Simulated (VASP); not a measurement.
# ZrB2 (P6/mmm) in VASP: a series of runs

The runs below take ZrB2 through relaxation of cell and atoms, with LDA.

All numbers are computed with VASP 6.6.1; they aren't measurements. Logs are shortened: lines on timing, memory, paths and dates and some standing lists are left out, and cuts for length are marked.

## 1. The cell of the first run

It takes space group P6/mmm (No. 191, hexagonal). The conventional cell has a = 3.134 Å, b = 3.134 Å, c = 3.487 Å, α = 90.00°, β = 90.00°, γ = 120.00°. Within 3.3 Å of Zr (site symmetry 6/mmm) lie 12 B at 2.51 Å and 6 Zr at 3.13 Å. B (site symmetry -6m2) has 3 B at 1.81 Å within 2.4 Å.

## 2. Relaxation of cell and atoms, LDA

INCAR reads:

```
PREC     = Accurate       # precision mode
ENCUT    = 600            # plane-wave cutoff, eV
EDIFF    = 1E-7           # SCF threshold, eV
ISMEAR   = -1             # smearing method
SIGMA    = 0.15           # smearing width, eV
LREAL    = F              # projectors in reciprocal space
LASPH    = T              # aspherical terms in the spheres
NELM     = 60             # most SCF steps
ALGO     = Normal         # electronic algorithm
ISIF     = 3              # what is computed and relaxed
LWAVE    = F              # write WAVECAR
LCHARG   = F              # write CHGCAR
GGA      = CA             # functional
IBRION   = 2              # ionic algorithm
NSW      = 80             # ionic steps
EDIFFG   = -0.001         # ionic threshold
```

KPOINTS reads:

```
regular mesh
0
Gamma
  15 15 10
```

POSCAR reads:

```
ZrB2
1.0
    3.1336193989      0.0000000000      0.0000000000
   -1.5668096994      2.7137940052      0.0000000000
    0.0000000000      0.0000000000      3.4870609550
Zr B
1 2
Direct
    0.0000000000      0.0000000000      0.0000000000
    0.3333333333      0.6666666667      0.5000000000
    0.6666666667      0.3333333333      0.5000000000
```

Potentials or basis: VASP PAW LDA potentials, release 64 (Zr_sv, B).

Started as:

```
> cat potpaw_LDA.64/Zr_sv/POTCAR potpaw_LDA.64/B/POTCAR > POTCAR
> mpirun -np 1 vasp_std > vasp.out
```

OUTCAR:

```text
PREC = Accurate
   ENCUT = 600
   EDIFF = 1E-7
   ISMEAR = -1
   LREAL = F
   LASPH = T
   NELM = 60
   ISIF = 3
   GGA = CA
   IBRION = 2
   NSW = 80
   EDIFFG = -0.001

 ion  position               nearest neighbor table
   1  0.000  0.000  0.000-   2 2.51   3 2.51   2 2.51   3 2.51   2 2.51   2 2.51   3 2.51   3 2.51
                             3 2.51   3 2.51   2 2.51   2 2.51
   2  0.333  0.667  0.500-   3 1.81   3 1.81   3 1.81   1 2.51   1 2.51   1 2.51   1 2.51   1 2.51
                             1 2.51
   3  0.667  0.333  0.500-   2 1.81   2 1.81   2 1.81   1 2.51   1 2.51   1 2.51   1 2.51   1 2.51
                             1 2.51

  LATTYP: Found a hexagonal cell.
 ALAT       =     3.1336193989
 C/A-ratio  =     1.1127901992

  Lattice vectors:

 A1 = (   3.1336193989,   0.0000000000,   0.0000000000)
 A2 = (  -1.5668096994,   2.7137940052,   0.0000000000)
 A3 = (   0.0000000000,   0.0000000000,   3.4870609550)

Analysis of symmetry for initial positions (statically):
=====================================================================
 Subroutine PRICEL returns:
 Original cell was already a primitive cell.

 Routine SETGRP: Setting up the symmetry group for a
 hexagonal supercell.

 Subroutine GETGRP returns: Found 24 space group operations
 (whereof 24 operations were pure point group operations)
 out of a pool of 24 trial point group operations.

The static configuration has the point symmetry D_6h.

Analysis of symmetry for dynamics (positions and initial velocities):
=====================================================================
 Subroutine PRICEL returns:
 Original cell was already a primitive cell.

 Routine SETGRP: Setting up the symmetry group for a
 hexagonal supercell.

 Subroutine GETGRP returns: Found 24 space group operations
 (whereof 24 operations were pure point group operations)
 out of a pool of 24 trial point group operations.

The dynamic configuration has the point symmetry D_6h.

 Subroutine INISYM returns: Found 24 space group operations
 (whereof 24 operations are pure point group operations),
 and found     1 'primitive' translations

----------------------------------------------------------------------------------------

                                     Primitive cell

  volume of cell :      29.6540

  direct lattice vectors                    reciprocal lattice vectors
     3.133619399  0.000000000  0.000000000     0.319119801  0.184243903  0.000000000
    -1.566809699  2.713794005  0.000000000     0.000000000  0.368487806  0.000000000
     0.000000000  0.000000000  3.487060955     0.000000000  0.000000000  0.286774454

  length of vectors
     3.133619399  3.133619399  3.487060955     0.368487806  0.368487806  0.286774454

  position of ions in fractional coordinates (direct lattice)
     0.000000000  0.000000000  0.000000000
     0.333333333  0.666666667  0.500000000
     0.666666667  0.333333333  0.500000000

  ion indices of the primitive-cell ions
   primitive index   ion index
                 1           1
                 2           2
                 3           3

----------------------------------------------------------------------------------------

 KPOINTS: regular mesh

Automatic generation of k-mesh.
 Grid dimensions read from file:
 generate k-points for:   15   15   10

 Generating k-lattice:

  Cartesian coordinates                     Fractional coordinates (reciprocal lattice)
     0.021274653  0.012282927  0.000000000     0.066666667  0.000000000  0.000000000
     0.000000000  0.024565854  0.000000000     0.000000000  0.066666667  0.000000000
     0.000000000  0.000000000  0.028677445     0.000000000  0.000000000  0.100000000

  Length of vectors
     0.024565854  0.024565854  0.028677445

  Shift w.r.t. Gamma in fractional coordinates (k-lattice)
     0.000000000  0.000000000  0.000000000

 Subroutine IBZKPT returns following result:
 ===========================================

 Found    162 irreducible k-points:

 Following reciprocal coordinates:
            Coordinates               Weight
  0.000000  0.000000  0.000000      1.000000
  0.066667  0.000000  0.000000      6.000000
  0.133333  0.000000  0.000000      6.000000
  0.200000  0.000000  0.000000      6.000000
  0.266667  0.000000  0.000000      6.000000
  0.333333  0.000000  0.000000      6.000000
[... 16 lines left out ...]
  0.333333  0.200000  0.000000     12.000000
  0.400000  0.200000  0.000000      6.000000
 [... further k-points ...]
   k-points           NKPTS =    162   k-points in BZ     NKDIM =    162   number of bands    NBANDS=     13
   number of dos      NEDOS =    301   number of ions     NIONS =      3
   total plane-waves  NPLWV =  21952
   dimension x,y,z NGX =    28 NGY =   28 NGZ =   28
   dimension x,y,z NGXF=    56 NGYF=   56 NGZF=   56
   ions per type =               1   2
   NGX,Y,Z   is equivalent  to a cutoff of  14.85, 14.85, 13.35 a.u.
   NGXF,Y,Z  is equivalent  to a cutoff of  29.71, 29.71, 26.70 a.u.
 SYSTEM =  unknown system
   PREC   = accura    normal or accurate (medium, high low for compatibility)
   ISTART =      0    job   : 0-new  1-cont  2-samecut
   ICHARG =      2    charge: 1-file 2-atom 10-const
   ISPIN  =      1    spin polarized calculation?
   LNONCOLLINEAR =      F non collinear calculations
   LSORBIT =      F    spin-orbit coupling
   LASPH  =      T    aspherical Exc in radial PAW
   ENCUT  =  600.0 eV  44.10 Ry    6.64 a.u.   6.26  6.26  6.96*2*pi/ulx,y,z
   NELM   =     60;   NELMIN=  2; NELMDL= -5     # of ELM steps
   EDIFF  = 0.1E-06   stopping-criterion for ELM
   LREAL  =      F    real-space projection
   EDIFFG = -.1E-02   stopping-criterion for IOM
   NSW    =     80    number of steps for IOM
   IBRION =      2    ionic relax: 0-MD 1-quasi-New 2-CG
   NFREE  =      1    steps in history (QN), initial steepest desc. (CG)
   ISIF   =      3    stress and relaxation
   ISYM   =      2    0-nonsym 1-usesym 2-fastsym
   POTIM  = 0.5000    time-step for ionic-motion
   TEBEG  =    0.0;   TEEND  =   0.0 temperature during run
   PSTRESS=    0.0 pullay stress
   NELECT =      18.0000    total number of electrons
   NUPDOWN=      -1.0000    fix difference up-down
   EMIN   =  10.00;   EMAX   =-10.00  energy-range for DOS
   EFERMI =   0.00;   METHOD = LEGACY
   ISMEAR =    -1;   SIGMA  =   0.15  broadening in eV -4-tet -1-fermi 0-gaus
   EFERMI_NEDOS =   21; number of points for ismear=-14 and -15
   IALGO  =     38    algorithm
   IMIX   =      4    mixing-type and parameters
     AMIX     =   0.40;   BMIX     =  1.00
     AMIX_MAG =   1.60;   BMIX_MAG =  1.00
  volume/ion in A,a.u.               =       9.88        66.70
  Fermi-wavevector in a.u.,A,eV,Ry     =   1.386133  2.619411 26.141739  1.921364
  Thomas-Fermi vector in A             =   2.510477
   LORBIT       =      0    0 simple, 1 ext, 2 COOP (PROOUT), +10 PAW based schemes
   GGA     = CA    functional components
   LHFCALC =     F    Hartree Fock is set to
   AEXX    =    0.0000 exact exchange contribution
   IVDW    =     0    specifies the selected vdW correction
   LEPSILON=     F    determine dielectric tensor
   LRPA    =     F    only Hartree local field effects (RPA)
 conjugate gradient relaxation of ions
 non-spin polarized calculation
  energy-cutoff  :      600.00
  volume of cell :       29.65
 maximum number of plane-waves:      1010
 NGX is ok and might be reduce to    28
   NGX = 13   NGY = 13   NGZ = 13

--------------------------------------- Ionic step        1  -------------------------------------------

 number of electron      18.0000000 magnetization

 Free energy of the ion-electron system (eV)
  ---------------------------------------------------
  ext. energy  EPLUGINS =         0.00000000
  ---------------------------------------------------
  free energy    TOTEN  =       -27.49361928 eV

  energy without entropy =      -27.47384509  energy(sigma->0) =      -27.48373218

------------------------ aborting loop because EDIFF is reached ----------------------------------------

  FORCE on cell =-STRESS in cart. coord.  units (eV):
  Direction    XX          YY          ZZ          XY          YZ          ZX
  --------------------------------------------------------------------------------------
  -------------------------------------------------------------------------------------
  Total        0.0868592      0.0868592      0.1221562      0.0000000     -0.0000000      0.0000000
  in kB        4.6929284      4.6929284      6.5999910      0.0000000     -0.0000000      0.0000000
  external PRESSURE =       5.3286160 kB  Pullay stress =       0.0000000 kB
[... 281 lines left out ...]
  energy  without entropy=      -27.4738896683  energy(sigma->0) =      -27.48380902

--------------------------------------- Ionic step        9  -------------------------------------------

 number of electron      18.0000000 magnetization

 Free energy of the ion-electron system (eV)
  ---------------------------------------------------
  ext. energy  EPLUGINS =         0.00000000
  ---------------------------------------------------
  free energy    TOTEN  =       -27.49372835 eV

  energy without entropy =      -27.47389040  energy(sigma->0) =      -27.48380938

 E-fermi :  10.8140     XC(G=0): -12.7459

 val. band max:       10.7251096867   @ k =   0.0667   0.0667   0.5000
 cond. band min:      10.8462220566   @ k =   0.0667   0.0667   0.4000
 fundamental gap:      0.1211123699
 Fermi energy:        10.8140105274

 k-point     1 :       0.0000    0.0000    0.0000
  band No.  band energies     occupation
      1     -37.3885      2.00000
      2     -15.7539      2.00000
      3     -15.1342      2.00000
      4     -15.1342      2.00000
      5      -1.8667      2.00000
      6       8.1491      2.00000
      7       8.1491      2.00000
      8       8.1803      2.00000
      9       8.5796      2.00000
     10      14.3765      0.00000
     11      14.3765      0.00000
     12      15.1725      0.00000
     13      15.1725      0.00000
[... 353 lines left out ...]
 k-point    24 :       0.4000    0.2000    0.0000
  band No.  band energies     occupation
      1     -37.2401      2.00000
      2     -16.0737      2.00000
      3     -15.6196      2.00000
      4     -15.5371      2.00000
      5       2.4866      2.00000
      6       2.7501      2.00000
      7       5.2959      2.00000
      8       7.3868      2.00000
      9       9.8238      1.99729
     10      10.5945      1.62412
     11      13.6917      0.00000
     12      15.1416      0.00000
     13      17.4381      0.00000

 [... further k-points ...]
[... 5 lines left out ...]
  --------------------------------------------------------------------------------------
  -------------------------------------------------------------------------------------
  Total        0.0025666      0.0025666      0.0006500      0.0000000     -0.0000000      0.0000000
  in kB        0.1383938      0.1383938      0.0350507      0.0000000     -0.0000000      0.0000000
  external PRESSURE =       0.1039461 kB  Pullay stress =       0.0000000 kB
[... 18 lines left out ...]
  FREE ENERGIE OF THE ION-ELECTRON SYSTEM (eV)
  ---------------------------------------------------
  free  energy   TOTEN  =       -27.4937283534 eV

  energy  without entropy=      -27.4738904023  energy(sigma->0) =      -27.48380938

 reached required accuracy - stopping structural energy minimisation
```

Wall time 4.8 min (1 thread of Intel Xeon Platinum 8488C (Sapphire Rapids), shared host); peak memory 0.21 GiB.

Results:

```
Free energy                           : -27.4937 eV
Relaxed volume                        : 9.90 Å³/atom
Relaxed cell                          : a = 3.135 Å, b = 3.135 Å, c = 3.491 Å, α = 90.00°, β = 90.00°, γ = 120.00°
Space group after relaxing (to 0.1 Å) : P6/mmm (No. 191)
Energy gained by relaxing             : 0.0 meV/atom
Ionic steps                           : 9
Pressure after relaxing               : 0.0 GPa
Band gap on the k mesh                : zero (bands 9 and 10 overlap by 0.88 eV)
```

The path:
| step | energy change (eV) | largest force (eV/Å) | pressure (GPa) | volume (Å³) |
| --- | --- | --- | --- | --- |
| 1 | 0.0000 | 0.0000 | 0.53 | 29.65 |
| 2 | 0.0001 | 0.0000 | -0.70 | 29.80 |
| 3 | -0.0001 | 0.0000 | -0.02 | 29.72 |
| 4 | -0.0001 | 0.0000 | -0.01 | 29.71 |
| 5 | -0.0001 | 0.0000 | 0.01 | 29.71 |
| 6 | -0.0001 | 0.0000 | 0.01 | 29.71 |
| 7 | -0.0001 | 0.0000 | 0.01 | 29.71 |
| 8 | -0.0001 | 0.0000 | 0.01 | 29.71 |
| 9 | -0.0001 | 0.0000 | 0.01 | 29.71 |

Final structure:
```yaml
crystal:
  lattice:
    - [3.13504, 0.00000, 0.00000]
    - [-1.56752, 2.71503, 0.00000]
    - [0.00000, 0.00000, 3.49094]
  atoms:
    - { symbol: Zr, position: [0.00000, 0.00000, 0.00000] }
    - { symbol: B, position: [0.33333, 0.66667, 0.50000] }
    - { symbol: B, position: [0.66667, 0.33333, 0.50000] }
```

Levels at points of the mesh, in eV from the Fermi level:
```
           k point  band 6  band 7  band 8  band 9  band 10  band 11  band 12  band 13
(0.00, 0.00, 0.00)   -2.66   -2.66   -2.63   -2.23     3.56     3.56     4.36     4.36
(0.00, 0.00, 0.50)   -6.97   -0.94   -0.94    0.35     0.35     0.82     0.82     1.92
```

## 3. Relaxation of cell and atoms, LDA

INCAR reads:

```
SYSTEM = ZrB2
ALGO     = Normal         ! electronic algorithm
EDIFF    = 1E-6           ! SCF threshold, eV
EDIFFG   = -0.002         ! ionic threshold
ENCUT    = 600            ! plane-wave cutoff, eV
IBRION   = 2              ! ionic algorithm
ISIF     = 3              ! what is computed and relaxed
ISMEAR   = 0              ! smearing method
LASPH    = .TRUE.         ! aspherical terms in the spheres
LCHARG   = .FALSE.        ! write CHGCAR
LREAL    = .FALSE.        ! projectors in reciprocal space
LWAVE    = .FALSE.        ! write WAVECAR
NELM     = 80             ! most SCF steps
NSW      = 100            ! ionic steps
PREC     = Accurate       ! precision mode
SIGMA    = 0.1            ! smearing width, eV
```

KPOINTS reads:

```
k-points
0
G
  15 15 10
  0 0 0
```

POSCAR reads:

```
ZrB2
1.0
    3.1356928512      0.0000000000      0.0000000000
   -1.5678464256      2.7155896676      0.0000000000
    0.0000000000      0.0000000000      3.4863225682
Zr B
1 2
Direct
    0.0000000000      0.0000000000      0.0000000000
    0.3333333333      0.6666666667      0.5000000000
    0.6666666667      0.3333333333      0.5000000000
```

Potentials or basis: VASP PAW LDA potentials, release 64 (Zr_sv, B).

Started as:

```
> cat potpaw_LDA.64/Zr_sv/POTCAR potpaw_LDA.64/B/POTCAR > POTCAR
> mpirun -np 1 vasp_std > vasp.out
```

OUTCAR:

```text
SYSTEM = ZrB2
   EDIFF = 1E-6
   EDIFFG = -0.002
   ENCUT = 600
   IBRION = 2
   ISIF = 3
   ISMEAR = 0
   LASPH = .TRUE.
   LREAL = .FALSE.
   NELM = 80
   NSW = 100
   PREC = Accurate

 ion  position               nearest neighbor table
   1  0.000  0.000  0.000-   2 2.51   3 2.51   2 2.51   3 2.51   2 2.51   2 2.51   3 2.51   3 2.51
                             3 2.51   3 2.51   2 2.51   2 2.51
   2  0.333  0.667  0.500-   3 1.81   3 1.81   3 1.81   1 2.51   1 2.51   1 2.51   1 2.51   1 2.51
                             1 2.51
   3  0.667  0.333  0.500-   2 1.81   2 1.81   2 1.81   1 2.51   1 2.51   1 2.51   1 2.51   1 2.51
                             1 2.51

  LATTYP: Found a hexagonal cell.
 ALAT       =     3.1356928512
 C/A-ratio  =     1.1118188973

  Lattice vectors:

 A1 = (   3.1356928512,   0.0000000000,   0.0000000000)
 A2 = (  -1.5678464256,   2.7155896676,   0.0000000000)
 A3 = (   0.0000000000,   0.0000000000,   3.4863225682)

[... 454 lines left out ...]
 k-point     1 :       0.0000    0.0000    0.0000
  band No.  band energies     occupation
      1     -37.3834      2.00000
      2     -15.7505      2.00000
      3     -15.1286      2.00000
      4     -15.1286      2.00000
      5      -1.8643      2.00000
      6       8.1497      2.00000
      7       8.1497      2.00000
      8       8.1849      2.00000
      9       8.5866      2.00000
     10      14.3809      0.00000
     11      14.3809      0.00000
     12      15.1820      0.00000
     13      15.1820      0.00000
[... 354 lines left out ...]
  band No.  band energies     occupation
      1     -37.2350      2.00000
      2     -16.0682      2.00000
      3     -15.6141      2.00000
      4     -15.5337      2.00000
      5       2.4884      2.00000
      6       2.7531      2.00000
      7       5.2977      2.00000
      8       7.3918      2.00000
      9       9.8288      2.00000
     10      10.5989      1.99686
     11      13.6976      0.00000
     12      15.1448      0.00000
     13      17.4440      0.00000

 [... further k-points ...]
[... 5 lines left out ...]
  --------------------------------------------------------------------------------------
  -------------------------------------------------------------------------------------
  Total        0.0024207      0.0024207      0.0001719      0.0000000     -0.0000000      0.0000000
  in kB        0.1305705      0.1305705      0.0092718      0.0000000     -0.0000000      0.0000000
  external PRESSURE =       0.0901376 kB  Pullay stress =       0.0000000 kB
[... 18 lines left out ...]
  FREE ENERGIE OF THE ION-ELECTRON SYSTEM (eV)
  ---------------------------------------------------
  free  energy   TOTEN  =       -27.4858063047 eV

  energy  without entropy=      -27.4850622989  energy(sigma->0) =      -27.48543430

 reached required accuracy - stopping structural energy minimisation
```

CONTCAR:

```text
ZrB2
   1.00000000000000
     3.1350668132166719    0.0000000000000000    0.0000000000000000
    -1.5675334066083360    2.7150475028027068    0.0000000000000000
     0.0000000000000000   -0.0000000000000000    3.4896626547613150
  Zr              B
     1     2
Direct
     0.0000000000000000    0.0000000000000000    0.0000000000000000
     0.3333333332999970    0.6666666667000030    0.5000000000000000
     0.6666666667000030    0.3333333332999970    0.5000000000000000

  0.00000000E+00  0.00000000E+00  0.00000000E+00
  0.00000000E+00  0.00000000E+00  0.00000000E+00
  0.00000000E+00  0.00000000E+00  0.00000000E+00
```

Run time: 2.3 min. Hardware: 1 thread of Intel Xeon Platinum 8488C (Sapphire Rapids), shared host; peak memory 0.21 GiB.

Results:

```
Free energy                           : -27.4858 eV
Relaxed volume                        : 9.90 Å³/atom
Relaxed cell                          : a = 3.135 Å, b = 3.135 Å, c = 3.490 Å, α = 90.00°, β = 90.00°, γ = 120.00°
Space group after relaxing (to 0.1 Å) : P6/mmm (No. 191)
Energy gained by relaxing             : 0.0 meV/atom
Ionic steps                           : 8
Pressure after relaxing               : 0.0 GPa
Band gap on the k mesh                : zero (bands 9 and 10 overlap by 0.89 eV)
```

Final structure:
```cif
data_structure
_symmetry_space_group_name_H-M 'P 1'
_symmetry_Int_Tables_number 1
_cell_length_a 3.1351
_cell_length_b 3.1351
_cell_length_c 3.4897
_cell_angle_alpha 90.000
_cell_angle_beta 90.000
_cell_angle_gamma 120.000
_cell_volume 29.70
loop_
_atom_site_label
_atom_site_type_symbol
_atom_site_fract_x
_atom_site_fract_y
_atom_site_fract_z
_atom_site_occupancy
Zr1 Zr 0.00000 0.00000 0.00000 1
B1 B 0.33333 0.66667 0.50000 1
B2 B 0.66667 0.33333 0.50000 1
```

The gap in the log of VASP goes by the Fermi energy; the results here count the filled bands.